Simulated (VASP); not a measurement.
# SrO (Fm-3m) in VASP: single point with PBE

Aim: the single point of SrO with PBE.

Program: VASP 6.6.1. These are calculated values, not measurements. Logs are shortened: lines on timing, memory, paths and dates and some standing lists are left out, and cuts for length are marked.

**1. The cell of the first run**

It takes space group Fm-3m (No. 225, cubic). Conventional cell: a = 5.073 Å, b = 5.073 Å, c = 5.073 Å, α = 90.00°, β = 90.00°, γ = 90.00°. Within 3.3 Å of Sr (site symmetry m-3m) lie 6 O at 2.54 Å. Within 3.3 Å of O (site symmetry m-3m) lie 6 Sr at 2.54 Å.

**2. Single point, PBE**

File INCAR:

```
SYSTEM = SrO
PREC = Accurate ; ENCUT = 600
EDIFF = 1E-6 ; ISMEAR = 0
SIGMA = 0.01 ; LREAL = .FALSE.
LASPH = .TRUE. ; NELM = 120
ALGO = Normal ; ISIF = 2
LWAVE = .FALSE. ; LCHARG = .FALSE.
GGA = PE ; NBANDS = 15
GGA_COMPAT = .FALSE.
```

File KPOINTS:

```
Automatic mesh
0
G
  2 2 2
  0 0 0
```

File POSCAR:

```
SrO
1.0
    0.0000000000      2.5362627370      2.5362627370
    2.5362627370      0.0000000000      2.5362627370
    2.5362627370      2.5362627370      0.0000000000
Sr O
1 1
Direct
    0.0000000000      0.0000000000      0.0000000000
    0.5000000000      0.5000000000      0.5000000000
```

Potentials or basis: VASP PAW PBE potentials, release 64 (Sr_sv, O).

Command:

```console
$ cat potpaw_PBE.64/Sr_sv/POTCAR potpaw_PBE.64/O/POTCAR > POTCAR
$ mpirun -np 1 vasp_std > vasp.out
```

OUTCAR:

```text
SYSTEM = SrO
   PREC = Accurate
   ENCUT = 600
   EDIFF = 1E-6
   ISMEAR = 0
   LREAL = .FALSE.
   LASPH = .TRUE.
   NELM = 120
   ISIF = 2
   GGA = PE

 ion  position               nearest neighbor table
   1  0.000  0.000  0.000-   2 2.54   2 2.54   2 2.54   2 2.54   2 2.54   2 2.54
   2  0.500  0.500  0.500-   1 2.54   1 2.54   1 2.54   1 2.54   1 2.54   1 2.54

  LATTYP: Found a face centered cubic cell.
 ALAT       =     5.0725254740

  Lattice vectors:

 A1 = (   0.0000000000,   2.5362627370,   2.5362627370)
 A2 = (   2.5362627370,   0.0000000000,   2.5362627370)
 A3 = (   2.5362627370,   2.5362627370,   0.0000000000)

Analysis of symmetry for initial positions (statically):
=====================================================================
 Subroutine PRICEL returns:
 Original cell was already a primitive cell.

 Routine SETGRP: Setting up the symmetry group for a
 face centered cubic supercell.

 Subroutine GETGRP returns: Found 48 space group operations
 (whereof 48 operations were pure point group operations)
 out of a pool of 48 trial point group operations.

The static configuration has the point symmetry O_h .

Analysis of symmetry for dynamics (positions and initial velocities):
=====================================================================
 Subroutine PRICEL returns:
 Original cell was already a primitive cell.

 Routine SETGRP: Setting up the symmetry group for a
 face centered cubic supercell.

 Subroutine GETGRP returns: Found 48 space group operations
 (whereof 48 operations were pure point group operations)
 out of a pool of 48 trial point group operations.

The dynamic configuration has the point symmetry O_h .

 Subroutine INISYM returns: Found 48 space group operations
 (whereof 48 operations are pure point group operations),
 and found     1 'primitive' translations

----------------------------------------------------------------------------------------

                                     Primitive cell

  volume of cell :      32.6297

  direct lattice vectors                    reciprocal lattice vectors
     0.000000000  2.536262737  2.536262737    -0.197140459  0.197140459  0.197140459
     2.536262737  0.000000000  2.536262737     0.197140459 -0.197140459  0.197140459
     2.536262737  2.536262737  0.000000000     0.197140459  0.197140459 -0.197140459

  length of vectors
     3.586817160  3.586817160  3.586817160     0.341457291  0.341457291  0.341457291

  position of ions in fractional coordinates (direct lattice)
     0.000000000  0.000000000  0.000000000
     0.500000000  0.500000000  0.500000000

  ion indices of the primitive-cell ions
   primitive index   ion index
                 1           1
                 2           2

----------------------------------------------------------------------------------------

 KPOINTS: Automatic mesh

Automatic generation of k-mesh.
 Grid dimensions read from file:
 generate k-points for:    2    2    2

 Generating k-lattice:

  Cartesian coordinates                     Fractional coordinates (reciprocal lattice)
    -0.098570229  0.098570229  0.098570229     0.500000000  0.000000000  0.000000000
     0.098570229 -0.098570229  0.098570229     0.000000000  0.500000000  0.000000000
     0.098570229  0.098570229 -0.098570229     0.000000000  0.000000000  0.500000000

  Length of vectors
     0.170728646  0.170728646  0.170728646

  Shift w.r.t. Gamma in fractional coordinates (k-lattice)
     0.000000000  0.000000000  0.000000000

 Subroutine IBZKPT returns following result:
 ===========================================

 Found      3 irreducible k-points:

 Following reciprocal coordinates:
            Coordinates               Weight
  0.000000  0.000000  0.000000      1.000000
  0.500000  0.000000  0.000000      4.000000
  0.500000  0.500000  0.000000      3.000000
   k-points           NKPTS =      3   k-points in BZ     NKDIM =      3   number of bands    NBANDS=     15
   number of dos      NEDOS =    301   number of ions     NIONS =      2
   total plane-waves  NPLWV =  27000
   dimension x,y,z NGX =    30 NGY =   30 NGZ =   30
   dimension x,y,z NGXF=    60 NGYF=   60 NGZF=   60
   ions per type =               1   1
   NGX,Y,Z   is equivalent  to a cutoff of  13.90, 13.90, 13.90 a.u.
   NGXF,Y,Z  is equivalent  to a cutoff of  27.81, 27.81, 27.81 a.u.
 SYSTEM =  SrO
   PREC   = accura    normal or accurate (medium, high low for compatibility)
   ISTART =      0    job   : 0-new  1-cont  2-samecut
   ICHARG =      2    charge: 1-file 2-atom 10-const
   ISPIN  =      1    spin polarized calculation?
   LNONCOLLINEAR =      F non collinear calculations
   LSORBIT =      F    spin-orbit coupling
   LASPH  =      T    aspherical Exc in radial PAW
   ENCUT  =  600.0 eV  44.10 Ry    6.64 a.u.   7.16  7.16  7.16*2*pi/ulx,y,z
   NELM   =    120;   NELMIN=  2; NELMDL= -5     # of ELM steps
   EDIFF  = 0.1E-05   stopping-criterion for ELM
   LREAL  =      F    real-space projection
   EDIFFG = 0.1E-04   stopping-criterion for IOM
   NSW    =      0    number of steps for IOM
   IBRION =     -1    ionic relax: 0-MD 1-quasi-New 2-CG
   NFREE  =      0    steps in history (QN), initial steepest desc. (CG)
   ISIF   =      2    stress and relaxation
   ISYM   =      2    0-nonsym 1-usesym 2-fastsym
   POTIM  = 0.5000    time-step for ionic-motion
   TEBEG  =    0.0;   TEEND  =   0.0 temperature during run
   PSTRESS=    0.0 pullay stress
   NELECT =      16.0000    total number of electrons
   NUPDOWN=      -1.0000    fix difference up-down
   EMIN   =  10.00;   EMAX   =-10.00  energy-range for DOS
   EFERMI =   0.00;   METHOD = LEGACY
   ISMEAR =     0;   SIGMA  =   0.01  broadening in eV -4-tet -1-fermi 0-gaus
   EFERMI_NEDOS =   21; number of points for ismear=-14 and -15
   IALGO  =     38    algorithm
   IMIX   =      4    mixing-type and parameters
     AMIX     =   0.40;   BMIX     =  1.00
     AMIX_MAG =   1.60;   BMIX_MAG =  1.00
  volume/ion in A,a.u.               =      16.31       110.10
  Fermi-wavevector in a.u.,A,eV,Ry     =   1.290953  2.439548 22.674937  1.666561
  Thomas-Fermi vector in A             =   2.422753
   LORBIT       =      0    0 simple, 1 ext, 2 COOP (PROOUT), +10 PAW based schemes
   GGA     = PE    functional components
   LHFCALC =     F    Hartree Fock is set to
   AEXX    =    0.0000 exact exchange contribution
   IVDW    =     0    specifies the selected vdW correction
   LEPSILON=     F    determine dielectric tensor
   LRPA    =     F    only Hartree local field effects (RPA)
 non-spin polarized calculation
 Gauss-broadening in eV      SIGMA  =   0.01
  energy-cutoff  :      600.00
  volume of cell :       32.63
 maximum number of plane-waves:      1106
 NGX is ok and might be reduce to    30
   NGX = 15   NGY = 15   NGZ = 15

 number of electron      15.9999999 magnetization

 Free energy of the ion-electron system (eV)
  ---------------------------------------------------
  ext. energy  EPLUGINS =         0.00000000
  ---------------------------------------------------
  free energy    TOTEN  =       -11.79080601 eV

  energy without entropy =      -11.79080601  energy(sigma->0) =      -11.79080601

 E-fermi :   2.2083     XC(G=0): -10.1872

 val. band max:        2.0915649278   @ k =   0.0000   0.0000   0.0000
 cond. band min:       5.1117037993   @ k =   0.5000   0.5000   0.0000
 fundamental gap:      3.0201388714
 Fermi energy:         2.2083243013

 k-point     1 :       0.0000    0.0000    0.0000
  band No.  band energies     occupation
      1     -30.4594      2.00000
      2     -13.0409      2.00000
      3     -12.0438      2.00000
      4     -12.0438      2.00000
      5     -12.0438      2.00000
      6       2.0916      2.00000
      7       2.0916      2.00000
      8       2.0916      2.00000
      9       6.2149      0.00000
     10       8.1482      0.00000
     11       8.1482      0.00000
     12       8.1482      0.00000
     13      10.4057      0.00000
     14      10.4057      0.00000
     15      14.8392      0.00000

 k-point     2 :       0.5000    0.0000    0.0000
  band No.  band energies     occupation
      1     -30.2957      2.00000
      2     -14.7797      2.00000
      3     -12.1336      2.00000
      4     -12.1336      2.00000
      5     -10.6784      2.00000
      6      -0.2356      2.00000
      7       0.8321      2.00000
      8       0.8321      2.00000
      9       8.6951      0.00000
     10      10.7035      0.00000
     11      10.9519      0.00000
     12      10.9519      0.00000
     13      14.1817      0.00000
     14      14.1817      0.00000
     15      17.2830      0.00000

 k-point     3 :       0.5000    0.5000    0.0000
  band No.  band energies     occupation
      1     -30.2486      2.00000
      2     -13.1196      2.00000
      3     -13.0326      2.00000
      4     -12.4552      2.00000
      5     -12.4552      2.00000
      6       1.6937      2.00000
      7       2.0212      2.00000
      8       2.0212      2.00000
      9       5.1117      0.00000
     10      10.0095      0.00000
     11      12.2821      0.00000
     12      12.7284      0.00000
     13      13.2405      0.00000
     14      13.2405      0.00000
     15      16.1075      0.00000

------------------------ aborting loop because EDIFF is reached ----------------------------------------

  FORCE on cell =-STRESS in cart. coord.  units (eV):
  Direction    XX          YY          ZZ          XY          YZ          ZX
  --------------------------------------------------------------------------------------
  -------------------------------------------------------------------------------------
  Total        1.6900076      1.6900076      1.6900076      0.0000000      0.0000000     -0.0000000
  in kB       82.9825035     82.9825035     82.9825035      0.0000000      0.0000000     -0.0000000
  external PRESSURE =      82.9825035 kB  Pullay stress =       0.0000000 kB

 VOLUME and BASIS-vectors are now :
 -----------------------------------------------------------------------------
  energy-cutoff  :      600.00
  volume of cell :       32.63
      direct lattice vectors                 reciprocal lattice vectors
     0.000000000  2.536262737  2.536262737    -0.197140459  0.197140459  0.197140459
     2.536262737  0.000000000  2.536262737     0.197140459 -0.197140459  0.197140459
     2.536262737  2.536262737  0.000000000     0.197140459  0.197140459 -0.197140459

 POSITION                                       TOTAL-FORCE (eV/Angst)
 -----------------------------------------------------------------------------------
      0.00000      0.00000      0.00000         0.000000     -0.000000     -0.000000
      2.53626      2.53626      2.53626         0.000000      0.000000      0.000000
 -----------------------------------------------------------------------------------
    total drift:                                0.000000      0.000000      0.000000

  FREE ENERGIE OF THE ION-ELECTRON SYSTEM (eV)
  ---------------------------------------------------
  free  energy   TOTEN  =       -11.7908060059 eV

  energy  without entropy=      -11.7908060059  energy(sigma->0) =      -11.79080601
```

Run time: 10 s. Hardware: 1 thread of Intel Xeon 8259CL, shared host; peak memory 0.16 GiB.

Results:

```yaml
Free_energy: -11.7908 eV
Pressure: 8.3 GPa
Band_gap_on_the_k_mesh: 3.02 eV, indirect (least direct gap 3.09 eV)
```

Caveat: the k points lie up to 1.07 Å⁻¹ apart. Expect the measured gap to be larger: semilocal functionals such as PBE lack the derivative discontinuity.
